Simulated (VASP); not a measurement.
Here is a VASP 6.6.1 calculation.

The input INCAR:

```
PREC = Accurate
ENCUT = 520
EDIFF = 1E-6
ISMEAR = 0
SIGMA = 0.05
LREAL = F
LASPH = T
NELM = 60
ALGO = Normal
ISIF = 2
LWAVE = F
LCHARG = F
GGA = PE
NBANDS = 28
```

File KPOINTS:

```
regular mesh
0
Gamma
  10 10 8
```

Contents of POSCAR:

```
SnO
1.0
    3.8101481901      0.0000000000      0.0000000000
    0.0000000000      3.8101481901      0.0000000000
    0.0000000000      0.0000000000      5.2192952050
Sn O
2 2
Direct
    0.0000000000      0.5000000000      0.2287361932
    0.5000000000      0.0000000000      0.7712638068
    0.0000000000      0.0000000000      0.0000000000
    0.5000000000      0.5000000000      0.0000000000
```

Potentials or basis: VASP PAW PBE potentials, release 64 (Sn_d, O).

Run with:

```bash
$ cat potpaw_PBE.64/Sn_d/POTCAR potpaw_PBE.64/O/POTCAR > POTCAR
$ mpirun -np 1 vasp_std > vasp.out
```

Question: What does it give for the largest force?

Answer: 0.161 eV/Å.

Question: Estimate the band gap on the k mesh.

Answer: 0.39 eV (least direct gap 1.94 eV).

Question: Predict the pressure.

Answer: 0.8 GPa.

Forces in eV/Å, atoms in the order of the input:
```
Sn   0.000  0.000 -0.161
Sn   0.000  0.000  0.161
O    0.000  0.000  0.000
O    0.000  0.000  0.000
```

Caveat: the cell differs from its parent crystal (strain -0.015 along x and y, +0.030 along z); semilocal functionals underestimate gaps, and a narrow one can read as zero; spin-orbit coupling is left out, which moves the levels of the heavy elements. A k mesh can miss the band edges.
